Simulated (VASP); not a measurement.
# O (Pm-3m) in VASP: notebook

Runs on O. Level: PBEsol. Tasks: single point.

Program: VASP 6.6.1. These are calculated values, not measurements. Logs are shortened: lines on timing, memory, paths and dates and some standing lists are left out, and cuts for length are marked.

## (1) The cell of the first run

The structure is cubic, space group Pm-3m (No. 221). Conventional cell: a = 1.782 Å, b = 1.782 Å, c = 1.782 Å, α = 90.00°, β = 90.00°, γ = 90.00°. O (site symmetry m-3m) has 6 O at 1.78 Å within 2.4 Å.

## (2) Single point, PBEsol (volume scaled by 0.75)

INCAR

```
SYSTEM = O
PREC = Accurate
ENCUT = 600
EDIFF = 1E-6
ISMEAR = -1
SIGMA = 0.05
LREAL = .False.
LASPH = .True.
NELM = 120
ALGO = Normal
ISIF = 2
LWAVE = .False.
LCHARG = .True.
GGA = PS
LELF = .True.
LVHAR = .True.
NBANDS = 9
GGA_COMPAT = .False.
```

KPOINTS

```
regular mesh
0
Gamma
  16 16 16
  0 0 0
```

POSCAR

```
O
1.0
    1.7824694354      0.0000000000      0.0000000000
    0.0000000000      1.7824694354      0.0000000000
    0.0000000000      0.0000000000      1.7824694354
O
1
Direct
    0.0000000000      0.0000000000      0.0000000000
```

Potentials or basis: VASP PAW PBE potentials, release 64 (O).

On the command line:

```
> cat potpaw_PBE.64/O/POTCAR > POTCAR
> mpirun -np 1 vasp_std > vasp.out
```

OUTCAR:

```text
SYSTEM = O
   PREC = Accurate
   ENCUT = 600
   EDIFF = 1E-6
   ISMEAR = -1
   LREAL = .False.
   LASPH = .True.
   NELM = 120
   ISIF = 2
   GGA = PS

 ion  position               nearest neighbor table
   1  0.000  0.000  0.000-

  LATTYP: Found a simple cubic cell.
 ALAT       =     1.7824694354

  Lattice vectors:

 A1 = (   1.7824694354,   0.0000000000,   0.0000000000)
 A2 = (   0.0000000000,   1.7824694354,   0.0000000000)
 A3 = (   0.0000000000,   0.0000000000,   1.7824694354)

Analysis of symmetry for initial positions (statically):
=====================================================================
 Subroutine PRICEL returns:
 Original cell was already a primitive cell.

 Routine SETGRP: Setting up the symmetry group for a
 simple cubic supercell.

 Subroutine GETGRP returns: Found 48 space group operations
 (whereof 48 operations were pure point group operations)
 out of a pool of 48 trial point group operations.

The static configuration has the point symmetry O_h .

Analysis of symmetry for dynamics (positions and initial velocities):
=====================================================================
 Subroutine PRICEL returns:
 Original cell was already a primitive cell.

 Routine SETGRP: Setting up the symmetry group for a
 simple cubic supercell.

 Subroutine GETGRP returns: Found 48 space group operations
 (whereof 48 operations were pure point group operations)
 out of a pool of 48 trial point group operations.

The dynamic configuration has the point symmetry O_h .

 Subroutine INISYM returns: Found 48 space group operations
 (whereof 48 operations are pure point group operations),
 and found     1 'primitive' translations

----------------------------------------------------------------------------------------

                                     Primitive cell

  volume of cell :       5.6633

  direct lattice vectors                    reciprocal lattice vectors
     1.782469435  0.000000000  0.000000000     0.561019437  0.000000000  0.000000000
     0.000000000  1.782469435  0.000000000     0.000000000  0.561019437  0.000000000
     0.000000000  0.000000000  1.782469435     0.000000000  0.000000000  0.561019437

  length of vectors
     1.782469435  1.782469435  1.782469435     0.561019437  0.561019437  0.561019437

  position of ions in fractional coordinates (direct lattice)
     0.000000000  0.000000000  0.000000000

  ion indices of the primitive-cell ions
   primitive index   ion index
                 1           1

----------------------------------------------------------------------------------------

 KPOINTS: regular mesh

Automatic generation of k-mesh.
 Grid dimensions read from file:
 generate k-points for:   16   16   16

 Generating k-lattice:

  Cartesian coordinates                     Fractional coordinates (reciprocal lattice)
     0.035063715  0.000000000  0.000000000     0.062500000  0.000000000  0.000000000
     0.000000000  0.035063715  0.000000000     0.000000000  0.062500000  0.000000000
     0.000000000  0.000000000  0.035063715     0.000000000  0.000000000  0.062500000

  Length of vectors
     0.035063715  0.035063715  0.035063715

  Shift w.r.t. Gamma in fractional coordinates (k-lattice)
     0.000000000  0.000000000  0.000000000

 Subroutine IBZKPT returns following result:
 ===========================================

 Found    165 irreducible k-points:

 Following reciprocal coordinates:
            Coordinates               Weight
  0.000000  0.000000  0.000000      1.000000
  0.062500  0.000000  0.000000      6.000000
  0.125000  0.000000  0.000000      6.000000
  0.187500  0.000000  0.000000      6.000000
  0.250000  0.000000  0.000000      6.000000
  0.312500  0.000000  0.000000      6.000000
[... 16 lines left out ...]
  0.437500  0.125000  0.000000     24.000000
  0.500000  0.125000  0.000000     12.000000
 [... further k-points ...]
   k-points           NKPTS =    165   k-points in BZ     NKDIM =    165   number of bands    NBANDS=      9
   number of dos      NEDOS =    301   number of ions     NIONS =      1
   total plane-waves  NPLWV =   2744
   dimension x,y,z NGX =    14 NGY =   14 NGZ =   14
   dimension x,y,z NGXF=    28 NGYF=   28 NGZF=   28
   ions per type =               1
   NGX,Y,Z   is equivalent  to a cutoff of  13.06, 13.06, 13.06 a.u.
   NGXF,Y,Z  is equivalent  to a cutoff of  26.11, 26.11, 26.11 a.u.
 SYSTEM =  O
   PREC   = accura    normal or accurate (medium, high low for compatibility)
   ISTART =      0    job   : 0-new  1-cont  2-samecut
   ICHARG =      2    charge: 1-file 2-atom 10-const
   ISPIN  =      1    spin polarized calculation?
   LNONCOLLINEAR =      F non collinear calculations
   LSORBIT =      F    spin-orbit coupling
   LASPH  =      T    aspherical Exc in radial PAW
   ENCUT  =  600.0 eV  44.10 Ry    6.64 a.u.   3.56  3.56  3.56*2*pi/ulx,y,z
   NELM   =    120;   NELMIN=  2; NELMDL= -5     # of ELM steps
   EDIFF  = 0.1E-05   stopping-criterion for ELM
   LREAL  =      F    real-space projection
   EDIFFG = 0.1E-04   stopping-criterion for IOM
   NSW    =      0    number of steps for IOM
   IBRION =     -1    ionic relax: 0-MD 1-quasi-New 2-CG
   NFREE  =      0    steps in history (QN), initial steepest desc. (CG)
   ISIF   =      2    stress and relaxation
   ISYM   =      2    0-nonsym 1-usesym 2-fastsym
   POTIM  = 0.5000    time-step for ionic-motion
   TEBEG  =    0.0;   TEEND  =   0.0 temperature during run
   PSTRESS=    0.0 pullay stress
   NELECT =       6.0000    total number of electrons
   NUPDOWN=      -1.0000    fix difference up-down
   EMIN   =  10.00;   EMAX   =-10.00  energy-range for DOS
   EFERMI =   0.00;   METHOD = LEGACY
   ISMEAR =    -1;   SIGMA  =   0.05  broadening in eV -4-tet -1-fermi 0-gaus
   EFERMI_NEDOS =   21; number of points for ismear=-14 and -15
   IALGO  =     38    algorithm
   IMIX   =      4    mixing-type and parameters
     AMIX     =   0.40;   BMIX     =  1.00
     AMIX_MAG =   1.60;   BMIX_MAG =  1.00
  volume/ion in A,a.u.               =       5.66        38.22
  Fermi-wavevector in a.u.,A,eV,Ry     =   1.668924  3.153809 37.896394  2.785306
  Thomas-Fermi vector in A             =   2.754686
   LORBIT       =      0    0 simple, 1 ext, 2 COOP (PROOUT), +10 PAW based schemes
   GGA     = PS    functional components
   LHFCALC =     F    Hartree Fock is set to
   AEXX    =    0.0000 exact exchange contribution
   IVDW    =     0    specifies the selected vdW correction
   LEPSILON=     F    determine dielectric tensor
   LRPA    =     F    only Hartree local field effects (RPA)
 non-spin polarized calculation
  energy-cutoff  :      600.00
  volume of cell :        5.66
 maximum number of plane-waves:       197
   NGX =  7   NGY =  7   NGZ =  7

 number of electron       6.0000005 magnetization

 Free energy of the ion-electron system (eV)
  ---------------------------------------------------
  ext. energy  EPLUGINS =         0.00000000
  ---------------------------------------------------
  free energy    TOTEN  =        -2.99902690 eV

  energy without entropy =       -2.99704271  energy(sigma->0) =       -2.99803480

 E-fermi :   7.9605     XC(G=0): -14.2103

 val. band max:        7.9201975466   @ k =   0.1875   0.1250   0.1250
 cond. band min:       8.0485338677   @ k =   0.1250   0.1250   0.1250
 fundamental gap:      0.1283363212
 Fermi energy:         7.9605251364

 k-point     1 :       0.0000    0.0000    0.0000
  band No.  band energies     occupation
      1     -19.2007      2.00000
      2       9.4643      0.00000
      3       9.4643      0.00000
      4       9.4643      0.00000
      5      28.3892      0.00000
      6      37.0031      0.00000
      7      37.0031      0.00000
      8      60.8220      0.00000
      9      60.8220      0.00000

 k-point     2 :       0.0625    0.0000    0.0000
  band No.  band energies     occupation
      1     -19.0650      2.00000
      2       8.8456      0.00000
      3       9.5213      0.00000
      4       9.5213      0.00000
      5      28.5580      0.00000
      6      37.1718      0.00000
      7      37.4786      0.00000
      8      60.3687      0.00000
      9      60.3688      0.00000

 k-point     3 :       0.1250    0.0000    0.0000
  band No.  band energies     occupation
      1     -18.6610      2.00000
      2       7.1921      2.00000
      3       9.6855      0.00000
      4       9.6855      0.00000
      5      28.9918      0.00000
      6      37.6753      0.00000
      7      38.6716      0.00000
      8      59.0897      0.00000
      9      59.0897      0.00000

 k-point     4 :       0.1875    0.0000    0.0000
  band No.  band energies     occupation
      1     -17.9997      2.00000
      2       4.9176      2.00000
      3       9.9373      0.00000
      4       9.9373      0.00000
      5      29.5822      0.00000
      6      38.5035      0.00000
      7      39.9905      0.00000
      8      57.2516      0.00000
      9      57.2516      0.00000
[... 205 lines left out ...]
 k-point    22 :       0.3750    0.1250    0.0000
  band No.  band energies     occupation
      1     -14.3497      2.00000
      2      -1.9331      2.00000
      3       9.0287      0.00000
      4      11.0318      0.00000
      5      30.6815      0.00000
      6      40.6940      0.00000
      7      43.4141      0.00000
      8      49.3070      0.00000
      9      52.4662      0.00000

 k-point    23 :       0.4375    0.1250    0.0000
  band No.  band energies     occupation
      1     -13.3385      2.00000
      2      -3.6095      2.00000
      3       9.2968      0.00000
      4      11.2192      0.00000
      5      30.7709      0.00000
      6      40.5448      0.00000
      7      44.7222      0.00000
      8      47.7158      0.00000
      9      51.5656      0.00000

 k-point    24 :       0.5000    0.1250    0.0000
  band No.  band energies     occupation
      1     -12.9013      2.00000
      2      -4.2727      2.00000
      3       9.3935      0.00000
      4      11.2860      0.00000
      5      30.7928      0.00000
      6      40.4793      0.00000
      7      46.1623      0.00000
      8      46.1891      0.00000
      9      51.2532      0.00000

 [... further k-points ...]

------------------------ aborting loop because EDIFF is reached ----------------------------------------

  FORCE on cell =-STRESS in cart. coord.  units (eV):
  Direction    XX          YY          ZZ          XY          YZ          ZX
  --------------------------------------------------------------------------------------
  -------------------------------------------------------------------------------------
  Total        3.8148211      3.8148211      3.8148211      0.0000000      0.0000000     -0.0000000
  in kB     1079.2411161   1079.2411161   1079.2411161      0.0000000      0.0000000     -0.0000000
  external PRESSURE =    1079.2411161 kB  Pullay stress =       0.0000000 kB

 VOLUME and BASIS-vectors are now :
 -----------------------------------------------------------------------------
  energy-cutoff  :      600.00
  volume of cell :        5.66
      direct lattice vectors                 reciprocal lattice vectors
     1.782469435  0.000000000  0.000000000     0.561019437  0.000000000  0.000000000
     0.000000000  1.782469435  0.000000000     0.000000000  0.561019437  0.000000000
     0.000000000  0.000000000  1.782469435     0.000000000  0.000000000  0.561019437

 POSITION                                       TOTAL-FORCE (eV/Angst)
 -----------------------------------------------------------------------------------
      0.00000      0.00000      0.00000         0.000000      0.000000      0.000000
 -----------------------------------------------------------------------------------
    total drift:                               -0.000000     -0.000000     -0.000000

  FREE ENERGIE OF THE ION-ELECTRON SYSTEM (eV)
  ---------------------------------------------------
  free  energy   TOTEN  =        -2.9990268971 eV

  energy  without entropy=       -2.9970427091  energy(sigma->0) =       -2.99803480
```

Run time: 4.9 s. Hardware: 1 thread of Intel Xeon 6455B, shared host; peak memory 0.11 GiB.

What came out:

| Item | Value |
| --- | --- |
| Free energy | -2.9990 eV |
| Pressure | 107.9 GPa |
| Band gap on the k mesh | zero (band 3 reaches 11.10 eV, above the bottom of band 4 at 2.50 eV) |

Caveat: the PAW data sets were made with another functional, which shifts forces and pressure a little.

## (3) Single point, PBEsol (volume scaled by 0.85)

Changes to INCAR since step 2:

```diff
@@ -12,6 +12,4 @@
 LWAVE = .False.
-LCHARG = .True.
+LCHARG = .False.
 GGA = PS
-LELF = .True.
-LVHAR = .True.
 NBANDS = 9
```

KPOINTS is that of step 2.

POSCAR

```
O
1.0
    1.8584090528      0.0000000000      0.0000000000
    0.0000000000      1.8584090528      0.0000000000
    0.0000000000      0.0000000000      1.8584090528
O
1
Direct
    0.0000000000      0.0000000000      0.0000000000
```

Potentials or basis: VASP PAW PBE potentials, release 64 (O).

On the command line:

```
> cat potpaw_PBE.64/O/POTCAR > POTCAR
> mpirun -np 1 vasp_std > vasp.out
```

Wall time 6.4 s (1 thread of Intel Xeon 6455B, shared host); peak memory 0.11 GiB.

The run converged. Its results:

- Free energy: -3.3533 eV
- Pressure: 46.5 GPa
- Band gap on the k mesh: zero (band 3 reaches 8.44 eV, above the bottom of band 4 at 1.06 eV)

Levels at points of the mesh, in eV from the Fermi level:
```
           k point  band 1  band 2  band 3  band 4  band 5  band 6
(0.00, 0.00, 0.00)  -25.07    1.36    1.36    1.36   18.49   28.25
(0.50, 0.00, 0.00)  -20.22  -10.86    2.72    2.72   23.10   29.13
(0.50, 0.50, 0.00)  -15.90   -7.31   -7.31    3.83   12.47   34.44
(0.50, 0.50, 0.50)  -11.97   -4.67   -4.67   -4.67   20.97   20.97
```

Caveat: the PAW data sets were made with another functional, which shifts forces and pressure a little.
